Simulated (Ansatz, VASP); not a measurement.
Al2OsN3: VASP beside Ansatz

```xyz
6
Lattice="2.7829 1.6067 2.5241 -2.7829 1.6067 2.5241 0.0000 -3.2134 2.5241" Properties=species:S:1:pos:R:3 pbc="T T T"
Al    0.0000    0.0000    5.0898
Al    0.0000    0.0000    2.4825
Os    0.0000    0.0000    0.0000
N     1.3915    0.8034    1.2620
N    -1.3915    0.8034    1.2620
N     0.0000   -1.6067    1.2620
```

Change from the starting cell: species swapped into the Ce2AlFe3 type (R-3m, No. 166).

Alike in both runs: functional PBE; k mesh 12 × 12 × 12; occupations gaussian, width 0.1 eV; no spin polarisation.

Ansatz relaxed the structure, and its values are those at the end. VASP's run is a single point on that final structure, the one shown.

|  | VASP | Ansatz |
| --- | --- | --- |
| version | VASP 6.6.1 | Ansatz 0.2.0 |
| potentials or method | VASP PAW PBE potentials, release 64 (Al, Os, N), cutoff 520 eV | scalar-relativistic, plane waves, PAW |
| valence electrons in the cell | 29 | 37 |

```tsv
	VASP	Ansatz	Ansatz less VASP
gap on the k mesh at the Fermi level (eV)	none	none	-
pressure (GPa)	1.3	0.0	-1.27
rms of the force components (eV/Å)	0.005	0.002	-0.0031
```

A gap of «none» marks a metal or a gap that the smearing closes. The functional is the same, so the differences come from potentials, cutoffs and numerics. VASP's potentials hold 29 valence electrons a cell and Ansatz's 37, so a difference there can come from the potentials and not from the codes.

Spin-orbit coupling is off throughout.
